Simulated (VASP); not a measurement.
Write the native input for VASP 6.6.1 that does the following.

```
Task                   : single point
Functional             : PBE
Dispersion             : D3(BJ)
Potentials or basis    : VASP PAW PBE potentials, release 64 (S, Mo_sv)
Cutoff                 : 520 eV
k mesh                 : 12 × 12 × 1
Occupations            : gaussian, width 0.05 eV
Spin                   : collinear spin
Starting moments       : [0.0, 0.0, 1.0] μB
Dipole correction      : yes
Further INCAR settings : ALGO = Normal; EDIFF = 1e-07; NBANDS = 24
```

The structure of MoS2 lies in POSCAR:

```
MoS2
1.0
    3.1545593194      0.0000000000      0.0000000000
   -1.5772796597      2.7319285083      0.0000000000
    0.0000000000      0.0000000000     21.1032848747
S Mo
2 1
Direct
    0.6666666667      0.3333333333      0.4257096259
    0.6666666667      0.3333333333      0.5742803445
    0.3333333333      0.6666666667      0.4999939095
```

These files were run (other wordings do the same):

INCAR

```
SYSTEM = MoS2
PREC     = Accurate       ! precision mode
ENCUT    = 520            ! plane-wave cutoff, eV
EDIFF    = 1E-7           ! SCF threshold, eV
ISMEAR   = 0              ! smearing method
SIGMA    = 0.05           ! smearing width, eV
LREAL    = .FALSE.        ! projectors in reciprocal space
LASPH    = .TRUE.         ! aspherical terms in the spheres
NELM     = 150            ! most SCF steps
ALGO     = Normal         ! electronic algorithm
ISIF     = 2              ! what is computed and relaxed
LWAVE    = .FALSE.        ! write WAVECAR
LCHARG   = .TRUE.         ! write CHGCAR
ISPIN    = 2              ! spin polarisation
MAGMOM   = 0 0 1          ! initial moments
LORBIT   = 11             ! projections on sites
LMAXMIX  = 4              ! l up to which the mixer works
LDIPOL   = .TRUE.       
IDIPOL   = 3            
DIPOL    = 0.5 0.5 0.500
GGA      = PE             ! functional
IVDW     = 12             ! dispersion correction
LELF     = .TRUE.         ! ELF
LVHAR    = .TRUE.       
LVACPOTAV= .TRUE.       
NBANDS   = 24             ! bands
```

KPOINTS

```
regular mesh
0
G
  12 12 1
  0 0 0
```

Potentials or basis: VASP PAW PBE potentials, release 64 (S, Mo_sv).

Command:

```console
$ cat potpaw_PBE.64/S/POTCAR potpaw_PBE.64/Mo_sv/POTCAR > POTCAR
$ mpirun -np 1 vasp_std > vasp.out
```

It gave:

| Quantity | Value |
| --- | --- |
| Largest force | 0.020 eV/Å |
| Band gap on the k mesh | 1.78 eV |
| Net moment | 0.00 μB per cell |
| Valence electrons inside the program's atomic spheres | S 3.71; Mo 12.47 |
| Dispersion energy per atom | -0.319 eV |

Wall time 6.7 min on 1 thread of Intel Xeon 8259CL (shared host), peak memory 0.44 GiB.
